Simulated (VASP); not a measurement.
# Zr (P6_3/mmc) in VASP: a series of runs, part 2 of 3

VASP 6.6.1.

## (3) Single point, PBE

Contents of INCAR:

```
ALGO = Normal
EDIFF = 1E-7
ENCUT = 520
GGA = PE
ISIF = 2
ISMEAR = -1
LASPH = True
LCHARG = False
LREAL = False
LWAVE = False
NBANDS = 19
NELM = 60
PREC = Accurate
SIGMA = 0.03
```

Contents of KPOINTS:

```
k-points
0
Gamma
  4 4 2
```

Contents of POSCAR:

```
Zr
1.0
    3.2320000000      0.0000000000      0.0000000000
   -1.6160000000      2.7989941050      0.0000000000
    0.0000000000      0.0000000000      5.1470000000
Zr
2
Direct
    0.6666666667      0.3333333333      0.7500000000
    0.3333333333      0.6666666667      0.2500000000
```

Potentials or basis: VASP PAW PBE potentials, release 64 (Zr_sv).

The run is started by

```console
$ cat potpaw_PBE.64/Zr_sv/POTCAR > POTCAR
$ mpirun -np 1 vasp_std > vasp.out
```

OUTCAR:

```text
EDIFF = 1E-7
   ENCUT = 520
   GGA = PE
   ISIF = 2
   ISMEAR = -1
   LASPH = True
   LREAL = False
   NELM = 60
   PREC = Accurate

 ion  position               nearest neighbor table
   1  0.667  0.333  0.750-   2 3.18   2 3.18   2 3.18   2 3.18   2 3.18   2 3.18
   2  0.333  0.667  0.250-   1 3.18   1 3.18   1 3.18   1 3.18   1 3.18   1 3.18

  LATTYP: Found a hexagonal cell.
 ALAT       =     3.2320000000
 C/A-ratio  =     1.5925123762

  Lattice vectors:

 A1 = (   3.2320000000,   0.0000000000,   0.0000000000)
 A2 = (  -1.6160000000,   2.7989941050,   0.0000000000)
 A3 = (   0.0000000000,   0.0000000000,   5.1470000000)

Analysis of symmetry for initial positions (statically):
=====================================================================
 Subroutine PRICEL returns:
 Original cell was already a primitive cell.

 Routine SETGRP: Setting up the symmetry group for a
 hexagonal supercell.

 Subroutine GETGRP returns: Found 24 space group operations
 (whereof 12 operations were pure point group operations)
 out of a pool of 24 trial point group operations.

The static configuration has the point symmetry D_3d.
 The point group associated with its full space group is D_6h.

Analysis of symmetry for dynamics (positions and initial velocities):
=====================================================================
 Subroutine PRICEL returns:
 Original cell was already a primitive cell.

 Routine SETGRP: Setting up the symmetry group for a
 hexagonal supercell.

 Subroutine GETGRP returns: Found 24 space group operations
 (whereof 12 operations were pure point group operations)
 out of a pool of 24 trial point group operations.

The dynamic configuration has the point symmetry D_3d.
 The point group associated with its full space group is D_6h.

[... 93 lines left out ...]
   NUPDOWN=      -1.0000    fix difference up-down
   EMIN   =  10.00;   EMAX   =-10.00  energy-range for DOS
   EFERMI =   0.00;   METHOD = LEGACY
   ISMEAR =    -1;   SIGMA  =   0.03  broadening in eV -4-tet -1-fermi 0-gaus
   EFERMI_NEDOS =   21; number of points for ismear=-14 and -15
   IALGO  =     38    algorithm
   IMIX   =      4    mixing-type and parameters
     AMIX     =   0.40;   BMIX     =  1.00
     AMIX_MAG =   1.60;   BMIX_MAG =  1.00
  volume/ion in A,a.u.               =      23.28       157.11
  Fermi-wavevector in a.u.,A,eV,Ry     =   1.312611  2.480475 23.442130  1.722948
  Thomas-Fermi vector in A             =   2.442991
   LORBIT       =      0    0 simple, 1 ext, 2 COOP (PROOUT), +10 PAW based schemes
   GGA     = PE    functional components
   LHFCALC =     F    Hartree Fock is set to
   AEXX    =    0.0000 exact exchange contribution
   IVDW    =     0    specifies the selected vdW correction
   LEPSILON=     F    determine dielectric tensor
   LRPA    =     F    only Hartree local field effects (RPA)
 non-spin polarized calculation
  energy-cutoff  :      520.00
  volume of cell :       46.56
 maximum number of plane-waves:      1268
   NGX = 13   NGY = 13   NGZ = 19

 number of electron      24.0000000 magnetization

 Free energy of the ion-electron system (eV)
  ---------------------------------------------------
  ext. energy  EPLUGINS =         0.00000000
  ---------------------------------------------------
  free energy    TOTEN  =       -16.97579022 eV

  energy without entropy =      -16.96067079  energy(sigma->0) =      -16.96823050

 E-fermi :   8.9017     XC(G=0): -11.0852

 val. band max:        8.7727325653   @ k =   0.5000  -0.0000   0.0000
 cond. band min:       8.9224953150   @ k =   0.2500   0.2500   0.5000
 fundamental gap:      0.1497627497
 Fermi energy:         8.9017243932

 k-point     1 :       0.0000    0.0000    0.0000
  band No.  band energies     occupation
      1     -39.8632      2.00000
      2     -39.7088      2.00000
      3     -18.3893      2.00000
      4     -17.5130      2.00000
      5     -17.5130      2.00000
      6     -17.3835      2.00000
[... 153 lines left out ...]
      6     -17.7958      2.00000
[... 11 lines left out ...]
     18      13.7872      0.00000
     19      15.1765      0.00000

------------------------ aborting loop because EDIFF is reached ----------------------------------------

  FORCE on cell =-STRESS in cart. coord.  units (eV):
  Direction    XX          YY          ZZ          XY          YZ          ZX
  --------------------------------------------------------------------------------------
  -------------------------------------------------------------------------------------
  Total        0.5598725      0.5598725     -0.0930953     -0.0000000      0.0000000      0.0000000
  in kB       19.2651434     19.2651434     -3.2033978     -0.0000000      0.0000000      0.0000000
  external PRESSURE =      11.7756297 kB  Pullay stress =       0.0000000 kB

 VOLUME and BASIS-vectors are now :
 -----------------------------------------------------------------------------
  energy-cutoff  :      520.00
  volume of cell :       46.56
      direct lattice vectors                 reciprocal lattice vectors
     3.232000000  0.000000000  0.000000000     0.309405941  0.178635603  0.000000000
    -1.616000000  2.798994105  0.000000000     0.000000000  0.357271206  0.000000000
     0.000000000  0.000000000  5.147000000     0.000000000  0.000000000  0.194287935

 POSITION                                       TOTAL-FORCE (eV/Angst)
 -----------------------------------------------------------------------------------
      1.61600      0.93300      3.86025        -0.000000      0.000000      0.000000
     -0.00000      1.86600      1.28675         0.000000     -0.000000      0.000000
 -----------------------------------------------------------------------------------
    total drift:                               -0.000000      0.000000     -0.000000

  FREE ENERGIE OF THE ION-ELECTRON SYSTEM (eV)
  ---------------------------------------------------
  free  energy   TOTEN  =       -16.9757902176 eV

  energy  without entropy=      -16.9606707907  energy(sigma->0) =      -16.96823050
```

OSZICAR:

```text
N       E                     dE             d eps       ncg     rms          rms(c)
DAV:   1     0.211813511975E+03    0.21181E+03   -0.13375E+04   304   0.126E+03
DAV:   2    -0.977278907399E+00   -0.21279E+03   -0.20887E+03   355   0.365E+02
DAV:   3    -0.172536169360E+02   -0.16276E+02   -0.16076E+02   526   0.713E+01
DAV:   4    -0.176788955992E+02   -0.42528E+00   -0.42498E+00   353   0.118E+01
DAV:   5    -0.176952403223E+02   -0.16345E-01   -0.16343E-01   439   0.146E+00    0.143E+01
DAV:   6    -0.170905310874E+02    0.60471E+00   -0.92925E-01   325   0.733E+00    0.560E+00
DAV:   7    -0.169685450339E+02    0.12199E+00   -0.59602E-01   400   0.516E+00    0.112E+00
DAV:   8    -0.169757942841E+02   -0.72493E-02   -0.52678E-02   387   0.150E+00    0.268E-01
DAV:   9    -0.169758678007E+02   -0.73517E-04   -0.15578E-03   400   0.351E-01    0.470E-02
DAV:  10    -0.169757917948E+02    0.76006E-04   -0.30553E-05   377   0.359E-02    0.276E-02
DAV:  11    -0.169757907425E+02    0.10523E-05   -0.13057E-05   352   0.382E-02    0.637E-03
DAV:  12    -0.169757906281E+02    0.11441E-06   -0.82010E-07   350   0.715E-03    0.274E-03
DAV:  13    -0.169757902842E+02    0.34389E-06   -0.88545E-08   213   0.197E-03    0.115E-03
DAV:  14    -0.169757902176E+02    0.66654E-07   -0.12478E-08   179   0.130E-03
   1 F= -.16975790E+02 E0= -.16968231E+02  d E =-.151194E-01
```

Run time: 6.6 s. Hardware: 1 thread of Intel Xeon Platinum 8559C (Emerald Rapids), shared host; peak memory 0.15 GiB.

What came out:

| Item | Value |
| --- | --- |
| Free energy | -16.9758 eV |
| Pressure | 1.2 GPa |
| Band gap on the k mesh | zero (band 12 reaches 9.85 eV, above the bottom of band 13 at 8.92 eV) |

Caveat: the k points lie up to 0.61 Å⁻¹ apart.

[end of part 2 of 3]
